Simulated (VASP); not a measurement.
Wanted: the native input for a VASP 6.6.1 run.

```
Task                   : single point
Functional             : PBE
Potentials or basis    : VASP PAW PBE potentials, release 64 (Li_sv, F)
Cutoff                 : 520 eV
k mesh                 : 9 × 9 × 6
Occupations            : gaussian, width 0.05 eV
Spin                   : no spin polarisation
Dipole correction      : no
Further INCAR settings : ALGO = Normal; EDIFF = 1e-07; NBANDS = 18
```

The structure of LiF lies in POSCAR:

```
LiF
1.0
    3.1333545645      0.0000000000      0.0000000000
   -1.5666772822      2.7135646520      0.0000000000
    0.0000000000      0.0000000000      4.4885304137
Li F
2 2
Direct
    0.3333333333      0.6666666667      0.3810713234
    0.6666666667      0.3333333333      0.8810713234
    0.3333333333      0.6666666667      0.9939266766
    0.6666666667      0.3333333333      0.4939266766
```

This cell differs from its parent crystal: volume 9.541 Å^3 an atom, c/a of the conventional cell 1.4325.

These files were run (other wordings do the same):

INCAR

```
ALGO = Normal ; EDIFF = 1E-7
ENCUT = 520 ; GGA = PE
ISIF = 2 ; ISMEAR = 0
LASPH = True ; LCHARG = False
LREAL = False ; LWAVE = False
NBANDS = 18 ; NELM = 60
PREC = Accurate ; SIGMA = 0.05
```

KPOINTS

```
k-points
0
Gamma
  9 9 6
```

Potentials or basis: VASP PAW PBE potentials, release 64 (Li_sv, F).

The run is started by

```bash
$ cat potpaw_PBE.64/Li_sv/POTCAR potpaw_PBE.64/F/POTCAR > POTCAR
$ mpirun -np 1 vasp_std > vasp.out
```

It gave:

```yaml
Largest_force: 0.595 eV/Å
Band_gap_on_the_k_mesh: 7.92 eV, direct
```

It used 68 s of CPU time on 1 thread of AMD EPYC 7R13 Processor (Zen 3), on a shared host.
